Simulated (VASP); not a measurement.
# Y: single point with LDA

The system is Y.

```
CELL_PARAMETERS angstrom
0.00000 1.85101 1.85101
1.85101 0.00000 1.85101
1.85101 1.85101 0.00000
ATOMIC_POSITIONS crystal
Y 0.00000 0.00000 0.00000
```

This isn't the form of Y at room conditions, which is hcp.

- Program: VASP 6.6.1
- Task: single point
- Functional: LDA
- Potentials or basis: VASP PAW LDA potentials, release 64 (Y_sv)
- Cutoff: 520 eV
- k mesh: 13 × 13 × 13
- Occupations: fermi-dirac, width 0.08 eV
- Spin: no spin polarisation

The pressure is 143.4 GPa and the band gap on the k mesh is zero (an odd number of electrons rules out a gap without spin polarisation).

Levels at points of the mesh, in eV from the Fermi level:
```
           k point  band 3  band 4  band 5  band 6  band 7  band 8  band 9  band 10
(0.00, 0.00, 0.00)  -18.89  -18.89   -2.71    2.12    2.12    2.12    7.84     7.84
```

Wall time 110 s on 1 thread of Intel(R) Xeon(R) 6975P-C (Granite Rapids) (shared host), peak memory 0.29 GiB.

Caveat: the cell stands under pressure.
